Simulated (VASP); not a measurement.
# BN (I-4m2) in VASP: a series of runs

BN is run at these levels: PBE; tasks: single point.

Program: VASP 6.6.1. These are calculated values, not measurements. Logs are shortened: lines on timing, memory, paths and dates and some standing lists are left out, and cuts for length are marked.

### 1 The cell of the first run

Symmetry: I-4m2, No. 119, tetragonal system. Conventional cell: a = 2.461 Å, b = 2.461 Å, c = 3.915 Å, α = 90.00°, β = 90.00°, γ = 90.00°. B (site symmetry -4m2) has 4 N at 1.57 Å within 2.1 Å. Within 2.1 Å of N (site symmetry -4m2) lie 4 B at 1.57 Å.

### 2 Single point, PBE (strain -0.040 along x and y, +0.080 along z)

Input file INCAR:

```
ALGO = Normal ; EDIFF = 1E-6
ENCUT = 600 ; GGA = PE
GGA_COMPAT = False ; ISIF = 2
ISMEAR = 0 ; LASPH = True
LCHARG = True ; LELF = True
LREAL = False ; LVHAR = True
LWAVE = False ; NBANDS = 11
NELM = 120 ; PREC = Accurate
SIGMA = 0.05
```

Input file KPOINTS:

```
k-points
0
Gamma
  12 12 12
```

Input file POSCAR:

```
BN
1.0
    0.0000000000      1.7398545729      1.9573363945
    1.7398545729      0.0000000000      1.9573363945
    1.7398545729      1.7398545729      0.0000000000
B N
1 1
Direct
    0.0000000000      0.0000000000      0.0000000000
    0.7500000000      0.7500000000      0.7500000000
```

Potentials or basis: VASP PAW PBE potentials, release 64 (B, N).

Launch:

```console
$ cat potpaw_PBE.64/B/POTCAR potpaw_PBE.64/N/POTCAR > POTCAR
$ mpirun -np 1 vasp_std > vasp.out
```

OUTCAR:

```text
EDIFF = 1E-6
   ENCUT = 600
   GGA = PE
   ISIF = 2
   ISMEAR = 0
   LASPH = True
   LREAL = False
   NELM = 120
   PREC = Accurate

 ion  position               nearest neighbor table
   1  0.000  0.000  0.000-   2 1.57   2 1.57   2 1.57   2 1.57
   2  0.750  0.750  0.750-   1 1.57   1 1.57   1 1.57   1 1.57

  LATTYP: Found a body centered tetragonal cell.
 ALAT       =     2.4605259336
 C/A-ratio  =     1.5909902577

  Lattice vectors:

 A1 = (  -1.7398545729,   0.0000000000,   1.9573363945)
 A2 = (   1.7398545729,   0.0000000000,   1.9573363945)
 A3 = (   0.0000000000,   1.7398545729,  -1.9573363945)

Analysis of symmetry for initial positions (statically):
=====================================================================
 Subroutine PRICEL returns:
 Original cell was already a primitive cell.

 Routine SETGRP: Setting up the symmetry group for a
 body centered tetragonal supercell.

 Subroutine GETGRP returns: Found  8 space group operations
 (whereof  8 operations were pure point group operations)
 out of a pool of 16 trial point group operations.

The static configuration has the point symmetry D_2d.

Analysis of symmetry for dynamics (positions and initial velocities):
=====================================================================
 Subroutine PRICEL returns:
 Original cell was already a primitive cell.

 Routine SETGRP: Setting up the symmetry group for a
 body centered tetragonal supercell.

 Subroutine GETGRP returns: Found  8 space group operations
 (whereof  8 operations were pure point group operations)
 out of a pool of 16 trial point group operations.

The dynamic configuration has the point symmetry D_2d.

 Subroutine INISYM returns: Found  8 space group operations
 (whereof  8 operations are pure point group operations),
 and found     1 'primitive' translations

----------------------------------------------------------------------------------------

                                     Primitive cell

  volume of cell :      11.8501

  direct lattice vectors                    reciprocal lattice vectors
     0.000000000  1.739854573  1.957336394    -0.287380341  0.287380341  0.255449192
     1.739854573  0.000000000  1.957336394     0.287380341 -0.287380341  0.255449192
     1.739854573  1.739854573  0.000000000     0.287380341  0.287380341 -0.255449192

  length of vectors
     2.618827924  2.618827924  2.460525934     0.480030426  0.480030426  0.480030426

  position of ions in fractional coordinates (direct lattice)
     0.000000000  0.000000000  0.000000000
     0.750000000  0.750000000  0.750000000

  ion indices of the primitive-cell ions
   primitive index   ion index
                 1           1
                 2           2

----------------------------------------------------------------------------------------

 KPOINTS: k-points

Automatic generation of k-mesh.
 Grid dimensions read from file:
 generate k-points for:   12   12   12

 Generating k-lattice:

  Cartesian coordinates                     Fractional coordinates (reciprocal lattice)
    -0.023948362  0.023948362  0.021287433     0.083333333  0.000000000  0.000000000
     0.023948362 -0.023948362  0.021287433     0.000000000  0.083333333  0.000000000
     0.023948362  0.023948362 -0.021287433     0.000000000  0.000000000  0.083333333

  Length of vectors
     0.040002536  0.040002536  0.040002536

  Shift w.r.t. Gamma in fractional coordinates (k-lattice)
     0.000000000  0.000000000  0.000000000

 Subroutine IBZKPT returns following result:
 ===========================================

 Found    163 irreducible k-points:

 Following reciprocal coordinates:
            Coordinates               Weight
  0.000000  0.000000  0.000000      1.000000
  0.083333  0.000000  0.000000      8.000000
  0.166667  0.000000  0.000000      8.000000
  0.250000  0.000000  0.000000      8.000000
  0.333333  0.000000  0.000000      8.000000
  0.416667  0.000000  0.000000      8.000000
[... 16 lines left out ...]
  0.500000  0.166667  0.000000      8.000000
 -0.416667  0.166667  0.000000      8.000000
 [... further k-points ...]
   k-points           NKPTS =    163   k-points in BZ     NKDIM =    163   number of bands    NBANDS=     11
   number of dos      NEDOS =    301   number of ions     NIONS =      2
   total plane-waves  NPLWV =  11520
   dimension x,y,z NGX =    24 NGY =   24 NGZ =   20
   dimension x,y,z NGXF=    48 NGYF=   48 NGZF=   40
   ions per type =               1   1
   NGX,Y,Z   is equivalent  to a cutoff of  15.24, 15.24, 13.51 a.u.
   NGXF,Y,Z  is equivalent  to a cutoff of  30.47, 30.47, 27.03 a.u.
 SYSTEM =  unknown system
   PREC   = accura    normal or accurate (medium, high low for compatibility)
   ISTART =      0    job   : 0-new  1-cont  2-samecut
   ICHARG =      2    charge: 1-file 2-atom 10-const
   ISPIN  =      1    spin polarized calculation?
   LNONCOLLINEAR =      F non collinear calculations
   LSORBIT =      F    spin-orbit coupling
   LASPH  =      T    aspherical Exc in radial PAW
   ENCUT  =  600.0 eV  44.10 Ry    6.64 a.u.   5.23  5.23  4.91*2*pi/ulx,y,z
   NELM   =    120;   NELMIN=  2; NELMDL= -5     # of ELM steps
   EDIFF  = 0.1E-05   stopping-criterion for ELM
   LREAL  =      F    real-space projection
   EDIFFG = 0.1E-04   stopping-criterion for IOM
   NSW    =      0    number of steps for IOM
   IBRION =     -1    ionic relax: 0-MD 1-quasi-New 2-CG
   NFREE  =      0    steps in history (QN), initial steepest desc. (CG)
   ISIF   =      2    stress and relaxation
   ISYM   =      2    0-nonsym 1-usesym 2-fastsym
   POTIM  = 0.5000    time-step for ionic-motion
   TEBEG  =    0.0;   TEEND  =   0.0 temperature during run
   PSTRESS=    0.0 pullay stress
   NELECT =       8.0000    total number of electrons
   NUPDOWN=      -1.0000    fix difference up-down
   EMIN   =  10.00;   EMAX   =-10.00  energy-range for DOS
   EFERMI =   0.00;   METHOD = LEGACY
   ISMEAR =     0;   SIGMA  =   0.05  broadening in eV -4-tet -1-fermi 0-gaus
   EFERMI_NEDOS =   21; number of points for ismear=-14 and -15
   IALGO  =     38    algorithm
   IMIX   =      4    mixing-type and parameters
     AMIX     =   0.40;   BMIX     =  1.00
     AMIX_MAG =   1.60;   BMIX_MAG =  1.00
  volume/ion in A,a.u.               =       5.93        39.98
  Fermi-wavevector in a.u.,A,eV,Ry     =   1.436143  2.713917 28.062110  2.062507
  Thomas-Fermi vector in A             =   2.555364
   LORBIT       =      0    0 simple, 1 ext, 2 COOP (PROOUT), +10 PAW based schemes
   GGA     = PE    functional components
   LHFCALC =     F    Hartree Fock is set to
   AEXX    =    0.0000 exact exchange contribution
   IVDW    =     0    specifies the selected vdW correction
   LEPSILON=     F    determine dielectric tensor
   LRPA    =     F    only Hartree local field effects (RPA)
 non-spin polarized calculation
 Gauss-broadening in eV      SIGMA  =   0.05
  energy-cutoff  :      600.00
  volume of cell :       11.85
 maximum number of plane-waves:       404
 NGX is ok and might be reduce to    24
   NGX = 11   NGY = 11   NGZ =  9

 number of electron       8.0000000 magnetization

 Free energy of the ion-electron system (eV)
  ---------------------------------------------------
  ext. energy  EPLUGINS =         0.00000000
  ---------------------------------------------------
  free energy    TOTEN  =       -17.22116185 eV

  energy without entropy =      -17.22116185  energy(sigma->0) =      -17.22116185

 E-fermi :   8.1165     XC(G=0): -12.8223

 val. band max:        7.8583039642   @ k =   0.0000   0.0000   0.0000
 cond. band min:      11.2451936361   @ k =   0.5000   0.0000   0.5000
 fundamental gap:      3.3868896720
 Fermi energy:         8.1165286944

 k-point     1 :       0.0000    0.0000    0.0000
  band No.  band energies     occupation
      1     -12.8010      2.00000
      2       6.4562      2.00000
      3       7.8583      2.00000
      4       7.8583      2.00000
      5      16.0309      0.00000
      6      16.0309      0.00000
      7      16.8736      0.00000
      8      17.5246      0.00000
      9      31.0715      0.00000
     10      32.1786      0.00000
     11      32.2893      0.00000

 k-point     2 :       0.0833    0.0000    0.0000
  band No.  band energies     occupation
      1     -12.6310      2.00000
      2       6.0033      2.00000
      3       7.1990      2.00000
      4       7.7239      2.00000
      5      15.9615      0.00000
      6      16.3119      0.00000
      7      17.2670      0.00000
      8      18.1515      0.00000
      9      29.7652      0.00000
     10      32.0009      0.00000
     11      34.6180      0.00000

 k-point     3 :       0.1667    0.0000    0.0000
  band No.  band energies     occupation
      1     -12.1268      2.00000
      2       4.3230      2.00000
      3       6.2722      2.00000
      4       7.3993      2.00000
      5      15.8836      0.00000
      6      17.0116      0.00000
      7      17.9554      0.00000
      8      19.5716      0.00000
      9      28.9763      0.00000
     10      31.8535      0.00000
     11      33.1563      0.00000
[... 267 lines left out ...]
 k-point    23 :       0.5000    0.1667    0.0000
  band No.  band energies     occupation
      1      -8.6150      2.00000
      2      -2.1097      2.00000
      3       2.6330      2.00000
      4       5.5716      2.00000
      5      17.0277      0.00000
      6      18.9596      0.00000
      7      20.3793      0.00000
      8      23.0190      0.00000
      9      28.4850      0.00000
     10      32.7066      0.00000
     11      35.1803      0.00000

 k-point    24 :      -0.4167    0.1667    0.0000
  band No.  band energies     occupation
      1      -8.2003      2.00000
      2      -2.6666      2.00000
      3       2.2853      2.00000
      4       5.9115      2.00000
      5      17.3208      0.00000
      6      19.0599      0.00000
      7      19.9472      0.00000
      8      22.8247      0.00000
      9      29.4058      0.00000
     10      33.0532      0.00000
     11      33.3895      0.00000

 [... further k-points ...]

------------------------ aborting loop because EDIFF is reached ----------------------------------------

  FORCE on cell =-STRESS in cart. coord.  units (eV):
  Direction    XX          YY          ZZ          XY          YZ          ZX
  --------------------------------------------------------------------------------------
  -------------------------------------------------------------------------------------
  Total        2.2045904      2.2045904     -4.0185107      0.0000000     -0.0000000      0.0000000
  in kB      298.0692246    298.0692246   -543.3183186      0.0000000     -0.0000000      0.0000000
  external PRESSURE =      17.6067102 kB  Pullay stress =       0.0000000 kB

 VOLUME and BASIS-vectors are now :
 -----------------------------------------------------------------------------
  energy-cutoff  :      600.00
  volume of cell :       11.85
      direct lattice vectors                 reciprocal lattice vectors
     0.000000000  1.739854573  1.957336394    -0.287380341  0.287380341  0.255449192
     1.739854573  0.000000000  1.957336394     0.287380341 -0.287380341  0.255449192
     1.739854573  1.739854573  0.000000000     0.287380341  0.287380341 -0.255449192

 POSITION                                       TOTAL-FORCE (eV/Angst)
 -----------------------------------------------------------------------------------
      0.00000      0.00000      0.00000         0.000000     -0.000000      0.000000
      2.60978      2.60978      2.93600        -0.000000      0.000000     -0.000000
 -----------------------------------------------------------------------------------
    total drift:                                0.000001      0.000001     -0.000000

  FREE ENERGIE OF THE ION-ELECTRON SYSTEM (eV)
  ---------------------------------------------------
  free  energy   TOTEN  =       -17.2211618521 eV

  energy  without entropy=      -17.2211618521  energy(sigma->0) =      -17.22116185
```

It took 8.2 s on 1 thread of Intel Xeon 6975P-C (Granite Rapids), shared host; peak memory 0.14 GiB.

What came out:

- Free energy: -17.2212 eV
- Pressure: 1.8 GPa
- Band gap on the k mesh: 3.39 eV (least direct gap 7.91 eV)

Caveat: the cell differs from its parent crystal (strain -0.040 along x and y, +0.080 along z). A k mesh can miss the band edges.

### 3 Single point, PBE (strain +0.040 along x and y, -0.080 along z)

Input file INCAR:

```
  PREC = Accurate
  ENCUT = 600
  EDIFF = 1E-6
  ISMEAR = 0
  SIGMA = 0.05
  LREAL = False
  LASPH = True
  NELM = 120
  ALGO = Normal
  ISIF = 2
  LWAVE = False
  LCHARG = False
  GGA = PE
  NBANDS = 11
  GGA_COMPAT = False
```

Input file KPOINTS:

```
regular mesh
0
Gamma
  12 12 12
```

Input file POSCAR:

```
BN
1.0
    0.0000000000      1.8848424539      1.6673606323
    1.8848424539      0.0000000000      1.6673606323
    1.8848424539      1.8848424539      0.0000000000
B N
1 1
Direct
    0.0000000000      0.0000000000      0.0000000000
    0.7500000000      0.7500000000      0.7500000000
```

Potentials or basis: VASP PAW PBE potentials, release 64 (B, N).

Launch:

```console
$ cat potpaw_PBE.64/B/POTCAR potpaw_PBE.64/N/POTCAR > POTCAR
$ mpirun -np 1 vasp_std > vasp.out
```

Run time: 8.6 s. Hardware: 1 thread of Intel Xeon 6975P-C (Granite Rapids), shared host; peak memory 0.14 GiB.

It converged, with:

```yaml
Free_energy: -17.2523 eV
Pressure: 1.4 GPa
Band_gap_on_the_k_mesh: 2.56 eV (least direct gap 7.70 eV)
```

Stress tensor (GPa, compression positive):
```
-19.47   0.00   0.00
  0.00 -19.47   0.00
  0.00   0.00  43.26
```

Levels at points of the mesh, in eV from the valence-band top:
```
           k point  band 1  band 2  band 3  band 4  band 5  band 6  band 7  band 8  band 9
(0.00, 0.00, 0.00)  -20.85   -0.99   -0.99    0.00    7.70    8.57    8.57    9.56   24.06
(0.50, 0.00, 0.00)  -16.60  -11.29   -3.42   -1.77    7.89    9.33   12.11   14.68   22.45
(0.50, 0.50, 0.00)  -14.35   -8.30   -6.57   -6.57    2.56    6.63   17.28   17.28   21.60
(0.50, 0.00, 0.50)  -15.71  -10.13   -4.91   -4.86    4.60    9.63   15.77   17.30   18.96
```

Caveat: the cell differs from its parent crystal (strain +0.040 along x and y, -0.080 along z).

### 4 Single point, PBE (strain +0.040 along x and y, -0.040 along z)

Input file INCAR:

```
PREC     = Accurate       # precision mode
ENCUT    = 600            # plane-wave cutoff, eV
EDIFF    = 1E-6           # SCF threshold, eV
ISMEAR   = 0              # smearing method
SIGMA    = 0.05           # smearing width, eV
LREAL    = F              # projectors in reciprocal space
LASPH    = T              # aspherical terms in the spheres
NELM     = 120            # most SCF steps
ALGO     = Normal         # electronic algorithm
ISIF     = 2              # what is computed and relaxed
LWAVE    = F              # write WAVECAR
LCHARG   = F              # write CHGCAR
GGA      = PE             # functional
NBANDS   = 11             # bands
GGA_COMPAT= F
```

Input file KPOINTS:

```
Automatic mesh
0
Gamma
  12 12 12
```

Input file POSCAR:

```
BN
1.0
    0.0000000000      1.8848424539      1.7398545729
    1.8848424539      0.0000000000      1.7398545729
    1.8848424539      1.8848424539      0.0000000000
B N
1 1
Direct
    0.0000000000      0.0000000000      0.0000000000
    0.7500000000      0.7500000000      0.7500000000
```

Launch:

```console
$ cat potpaw_PBE.64/B/POTCAR potpaw_PBE.64/N/POTCAR > POTCAR
$ mpirun -np 1 vasp_std > vasp.out
```

Wall time 9 s (1 thread of Intel Xeon 6975P-C (Granite Rapids), shared host); peak memory 0.13 GiB.

The run converged. Its results:

* Free energy: -17.3464 eV
* Pressure: -13.3 GPa
* Band gap on the k mesh: 3.15 eV (least direct gap 7.84 eV)

Stress tensor (GPa, compression positive):
```
-27.29   0.00   0.00
  0.00 -27.29   0.00
  0.00   0.00  14.79
```

Levels at points of the mesh, in eV from the valence-band top:
| k point | band 1 | band 2 | band 3 | band 4 | band 5 | band 6 | band 7 | band 8 |
| --- | --- | --- | --- | --- | --- | --- | --- | --- |
| (0.00, 0.00, 0.00) | -20.17 | -0.67 | -0.67 | 0.00 | 7.84 | 8.39 | 8.39 | 9.13 |
| (0.50, 0.00, 0.00) | -16.14 | -10.71 | -2.85 | -1.76 | 8.28 | 9.59 | 11.18 | 14.38 |
| (0.50, 0.50, 0.00) | -14.29 | -8.30 | -5.79 | -5.79 | 3.15 | 7.30 | 16.85 | 16.85 |
| (0.50, 0.00, 0.50) | -15.13 | -9.44 | -4.75 | -4.73 | 4.44 | 9.18 | 15.96 | 16.99 |

Caveat: the cell differs from its parent crystal (strain +0.040 along x and y, -0.040 along z); the cell stands under tension. A k mesh can miss the band edges.

### 5 The runs side by side

```tsv
cell	gap on the mesh (eV)	pressure (GPa)
a = 2.619, b = 2.619, c = 2.461 Å, angles 62.0, 62.0, 56.0°, 2 atoms	3.39	1.8
a = 2.516, b = 2.516, c = 2.666 Å, angles 58.0, 58.0, 64.0°, 2 atoms	2.56	1.4
a = 2.565, b = 2.565, c = 2.666 Å, angles 58.7, 58.7, 62.6°, 2 atoms	3.15	-13.3
```

Alike in all rows: task single point; level PBE; potentials or basis VASP PAW PBE potentials, release 64 (B, N); no spin polarisation; k mesh 12 × 12 × 12; cutoff (eV) 600; smearing gaussian 0.05 eV.

Caveats: the cell stands under tension (at least some runs).

Total energies depend on the potentials used, so only differences within one code and one set of settings carry meaning.
